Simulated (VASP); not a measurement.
# GaN (P6_3/mmc) in VASP: settings compared, part 2 of 3

VASP 6.6.1. Earlier steps stand in the parts before.

## (3) Single point, LDA

INCAR reads:

```
SYSTEM = GaN
  ALGO = Normal
  EDIFF = 1E-7
  ENCUT = 520
  ISIF = 2
  ISMEAR = 0
  LASPH = .TRUE.
  LCHARG = .FALSE.
  LREAL = .FALSE.
  LWAVE = .FALSE.
  NBANDS = 26
  NELM = 100
  PREC = Accurate
  SIGMA = 0.01
```

KPOINTS reads:

```
k-points
0
G
  6 6 4
  0 0 0
```

POSCAR reads:

```
GaN
1.0
    3.3000348257      0.0000000000      0.0000000000
   -1.6500174128      2.8579139924      0.0000000000
    0.0000000000      0.0000000000      4.7558746756
Ga N
2 2
Direct
    0.3333333333      0.6666666667      0.2500000000
    0.6666666667      0.3333333333      0.7500000000
    0.6666666667      0.3333333333      0.2500000000
    0.3333333333      0.6666666667      0.7500000000
```

Potentials or basis: VASP PAW LDA potentials, release 64 (Ga_d, N).

Command:

```console
$ cat potpaw_LDA.64/Ga_d/POTCAR potpaw_LDA.64/N/POTCAR > POTCAR
$ mpirun -np 1 vasp_std > vasp.out
```

OUTCAR:

```text
SYSTEM = GaN
   EDIFF = 1E-7
   ENCUT = 520
   ISIF = 2
   ISMEAR = 0
   LASPH = .TRUE.
   LREAL = .FALSE.
   NELM = 100
   PREC = Accurate

 ion  position               nearest neighbor table
   1  0.333  0.667  0.250-   3 1.91   3 1.91   3 1.91
   2  0.667  0.333  0.750-   4 1.91   4 1.91   4 1.91
   3  0.667  0.333  0.250-   1 1.91   1 1.91   1 1.91
   4  0.333  0.667  0.750-   2 1.91   2 1.91   2 1.91

  LATTYP: Found a hexagonal cell.
 ALAT       =     3.3000348257
 C/A-ratio  =     1.4411589352

  Lattice vectors:

 A1 = (   3.3000348257,   0.0000000000,   0.0000000000)
 A2 = (  -1.6500174128,   2.8579139924,   0.0000000000)
 A3 = (   0.0000000000,   0.0000000000,   4.7558746756)

Analysis of symmetry for initial positions (statically):
=====================================================================
 Subroutine PRICEL returns:
 Original cell was already a primitive cell.

 Routine SETGRP: Setting up the symmetry group for a
 hexagonal supercell.

 Subroutine GETGRP returns: Found 24 space group operations
 (whereof 12 operations were pure point group operations)
 out of a pool of 24 trial point group operations.

The static configuration has the point symmetry D_3d.
 The point group associated with its full space group is D_6h.

Analysis of symmetry for dynamics (positions and initial velocities):
=====================================================================
 Subroutine PRICEL returns:
 Original cell was already a primitive cell.

 Routine SETGRP: Setting up the symmetry group for a
 hexagonal supercell.

 Subroutine GETGRP returns: Found 24 space group operations
 (whereof 12 operations were pure point group operations)
 out of a pool of 24 trial point group operations.

The dynamic configuration has the point symmetry D_3d.
 The point group associated with its full space group is D_6h.

 Subroutine INISYM returns: Found 24 space group operations
 (whereof 12 operations are pure point group operations),
 and found     1 'primitive' translations

----------------------------------------------------------------------------------------

                                     Primitive cell

  volume of cell :      44.8537

  direct lattice vectors                    reciprocal lattice vectors
     3.300034826  0.000000000  0.000000000     0.303027105  0.174952781  0.000000000
    -1.650017413  2.857913992  0.000000000     0.000000000  0.349905561  0.000000000
     0.000000000  0.000000000  4.755874676     0.000000000  0.000000000  0.210266264

  length of vectors
     3.300034826  3.300034826  4.755874676     0.349905561  0.349905561  0.210266264

  position of ions in fractional coordinates (direct lattice)
     0.333333333  0.666666667  0.250000000
     0.666666667  0.333333333  0.750000000
     0.666666667  0.333333333  0.250000000
     0.333333333  0.666666667  0.750000000

  ion indices of the primitive-cell ions
   primitive index   ion index
                 1           1
                 2           2
                 3           3
                 4           4

----------------------------------------------------------------------------------------

 KPOINTS: k-points

Automatic generation of k-mesh.
 Grid dimensions read from file:
 generate k-points for:    6    6    4

 Generating k-lattice:

  Cartesian coordinates                     Fractional coordinates (reciprocal lattice)
     0.050504518  0.029158797  0.000000000     0.166666667  0.000000000  0.000000000
     0.000000000  0.058317594  0.000000000     0.000000000  0.166666667  0.000000000
     0.000000000  0.000000000  0.052566566     0.000000000  0.000000000  0.250000000

  Length of vectors
     0.058317594  0.058317594  0.052566566

  Shift w.r.t. Gamma in fractional coordinates (k-lattice)
     0.000000000  0.000000000  0.000000000

 Subroutine IBZKPT returns following result:
 ===========================================

 Found     21 irreducible k-points:

 Following reciprocal coordinates:
            Coordinates               Weight
  0.000000  0.000000  0.000000      1.000000
  0.166667  0.000000  0.000000      6.000000
  0.333333  0.000000  0.000000      6.000000
  0.500000  0.000000  0.000000      3.000000
  0.166667  0.166667  0.000000      6.000000
  0.333333  0.166667  0.000000     12.000000
[... 13 lines left out ...]
  0.333333  0.166667  0.500000     12.000000
  0.333333  0.333333  0.500000      2.000000
   k-points           NKPTS =     21   k-points in BZ     NKDIM =     21   number of bands    NBANDS=     26
   number of dos      NEDOS =    301   number of ions     NIONS =      4
   total plane-waves  NPLWV =  28224
   dimension x,y,z NGX =    28 NGY =   28 NGZ =   36
   dimension x,y,z NGXF=    56 NGYF=   56 NGZF=   72
   ions per type =               2   2
   NGX,Y,Z   is equivalent  to a cutoff of  14.11, 14.11, 12.58 a.u.
   NGXF,Y,Z  is equivalent  to a cutoff of  28.21, 28.21, 25.17 a.u.
 SYSTEM =  GaN
   PREC   = accura    normal or accurate (medium, high low for compatibility)
   ISTART =      0    job   : 0-new  1-cont  2-samecut
   ICHARG =      2    charge: 1-file 2-atom 10-const
   ISPIN  =      1    spin polarized calculation?
   LNONCOLLINEAR =      F non collinear calculations
   LSORBIT =      F    spin-orbit coupling
   LASPH  =      T    aspherical Exc in radial PAW
   ENCUT  =  520.0 eV  38.22 Ry    6.18 a.u.   6.14  6.14  8.84*2*pi/ulx,y,z
   NELM   =    100;   NELMIN=  2; NELMDL= -5     # of ELM steps
   EDIFF  = 0.1E-06   stopping-criterion for ELM
   LREAL  =      F    real-space projection
   EDIFFG = 0.1E-05   stopping-criterion for IOM
   NSW    =      0    number of steps for IOM
   IBRION =     -1    ionic relax: 0-MD 1-quasi-New 2-CG
   NFREE  =      0    steps in history (QN), initial steepest desc. (CG)
   ISIF   =      2    stress and relaxation
   ISYM   =      2    0-nonsym 1-usesym 2-fastsym
   POTIM  = 0.5000    time-step for ionic-motion
   TEBEG  =    0.0;   TEEND  =   0.0 temperature during run
   PSTRESS=    0.0 pullay stress
   NELECT =      36.0000    total number of electrons
   NUPDOWN=      -1.0000    fix difference up-down
   EMIN   =  10.00;   EMAX   =-10.00  energy-range for DOS
   EFERMI =   0.00;   METHOD = LEGACY
   ISMEAR =     0;   SIGMA  =   0.01  broadening in eV -4-tet -1-fermi 0-gaus
   EFERMI_NEDOS =   21; number of points for ismear=-14 and -15
   IALGO  =     38    algorithm
   IMIX   =      4    mixing-type and parameters
     AMIX     =   0.40;   BMIX     =  1.00
     AMIX_MAG =   1.60;   BMIX_MAG =  1.00
  volume/ion in A,a.u.               =      11.21        75.67
  Fermi-wavevector in a.u.,A,eV,Ry     =   1.521398  2.875026 31.492770  2.314653
  Thomas-Fermi vector in A             =   2.630119
   LORBIT       =      0    0 simple, 1 ext, 2 COOP (PROOUT), +10 PAW based schemes
   GGA     = CA    functional components
   LHFCALC =     F    Hartree Fock is set to
   AEXX    =    0.0000 exact exchange contribution
   IVDW    =     0    specifies the selected vdW correction
   LEPSILON=     F    determine dielectric tensor
   LRPA    =     F    only Hartree local field effects (RPA)
 non-spin polarized calculation
 Gauss-broadening in eV      SIGMA  =   0.01
  energy-cutoff  :      520.00
  volume of cell :       44.85
 maximum number of plane-waves:      1228
 NGX is ok and might be reduce to    28
   NGX = 13   NGY = 13   NGZ = 17

 number of electron      35.9999989 magnetization

 Free energy of the ion-electron system (eV)
  ---------------------------------------------------
  ext. energy  EPLUGINS =         0.00000000
  ---------------------------------------------------
  free energy    TOTEN  =       -26.92278972 eV

  energy without entropy =      -26.92278972  energy(sigma->0) =      -26.92278972

 E-fermi :   5.9457     XC(G=0): -12.2449

 val. band max:        5.8980063229   @ k =   0.0000   0.0000   0.0000
 cond. band min:       7.3608848758   @ k =   0.0000   0.0000   0.0000
 fundamental gap:      1.4628785529
 Fermi energy:         5.9456796800

 k-point     1 :       0.0000    0.0000    0.0000
  band No.  band energies     occupation
      1     -10.7251      2.00000
      2      -9.8721      2.00000
      3      -8.4241      2.00000
      4      -8.4241      2.00000
      5      -8.4150      2.00000
      6      -8.4150      2.00000
[... 598 lines left out ...]
     25      17.8122      0.00000
     26      17.8122      0.00000

------------------------ aborting loop because EDIFF is reached ----------------------------------------

  FORCE on cell =-STRESS in cart. coord.  units (eV):
  Direction    XX          YY          ZZ          XY          YZ          ZX
  --------------------------------------------------------------------------------------
  -------------------------------------------------------------------------------------
  Total       -1.3215114     -1.3215114     -1.0057398     -0.0000000      0.0000000      0.0000000
  in kB      -47.2045000    -47.2045000    -35.9251132     -0.0000000      0.0000000      0.0000000
  external PRESSURE =     -43.4447044 kB  Pullay stress =       0.0000000 kB

 VOLUME and BASIS-vectors are now :
 -----------------------------------------------------------------------------
  energy-cutoff  :      520.00
  volume of cell :       44.85
      direct lattice vectors                 reciprocal lattice vectors
     3.300034826  0.000000000  0.000000000     0.303027105  0.174952781  0.000000000
    -1.650017413  2.857913992  0.000000000     0.000000000  0.349905561  0.000000000
     0.000000000  0.000000000  4.755874676     0.000000000  0.000000000  0.210266264

 POSITION                                       TOTAL-FORCE (eV/Angst)
 -----------------------------------------------------------------------------------
     -0.00000      1.90528      1.18897        -0.000000     -0.000000     -0.000000
      1.65002      0.95264      3.56691        -0.000000     -0.000000      0.000000
      1.65002      0.95264      1.18897        -0.000000      0.000000      0.000000
     -0.00000      1.90528      3.56691         0.000000     -0.000000      0.000000
 -----------------------------------------------------------------------------------
    total drift:                                0.000000      0.000000     -0.000000

  FREE ENERGIE OF THE ION-ELECTRON SYSTEM (eV)
  ---------------------------------------------------
  free  energy   TOTEN  =       -26.9227897191 eV

  energy  without entropy=      -26.9227897191  energy(sigma->0) =      -26.92278972
```

OSZICAR:

```text
N       E                     dE             d eps       ncg     rms          rms(c)
DAV:   1     0.267168140432E+03    0.26717E+03   -0.17888E+04  1202   0.258E+03
DAV:   2     0.334975084920E+01   -0.26382E+03   -0.24750E+03  1188   0.480E+02
DAV:   3    -0.301028348394E+02   -0.33453E+02   -0.32919E+02  1304   0.140E+02
DAV:   4    -0.311393925897E+02   -0.10366E+01   -0.10318E+01  1248   0.257E+01
[... 11 lines left out ...]
DAV:  16    -0.269227990568E+02    0.14245E-04   -0.89707E-06  1540   0.286E-02    0.635E-02
DAV:  17    -0.269227915145E+02    0.75423E-05   -0.11049E-05  1788   0.333E-02    0.266E-02
DAV:  18    -0.269227901736E+02    0.13409E-05   -0.23149E-06  1696   0.143E-02    0.131E-02
DAV:  19    -0.269227898138E+02    0.35985E-06   -0.55678E-07  1484   0.778E-03    0.609E-03
DAV:  20    -0.269227897191E+02    0.94617E-07   -0.30394E-07   996   0.516E-03
   1 F= -.26922790E+02 E0= -.26922790E+02  d E =-.528006E-14
```

stdout:

```text
POSCAR found type information on POSCAR GaN
 POSCAR found :  2 types and       4 ions
 scaLAPACK will be used
 LDA part: xc-table for (Slater(with rela. corr.)+CA(PZ))
 , standard interpolation
 POSCAR, INCAR and KPOINTS ok, starting setup
 FFT: planning ... GRIDC
 FFT: planning ... GRID_SOFT
 FFT: planning ... GRID
 WAVECAR not read
 entering main loop
```

It took 53 s on 1 thread of AMD EPYC 7R13 (Zen 3), shared host; peak memory 0.13 GiB.

Results:

* Free energy: -26.9228 eV
* Pressure: -4.3 GPa
* Band gap on the k mesh: 1.46 eV, direct

Stress tensor (GPa, compression positive):
```
-4.72  0.00  0.00
 0.00 -4.72  0.00
 0.00  0.00 -3.59
```

LDA gaps usually lie below the measured ones, often by a third to a half.

(Part 2 of 3 ends here.)
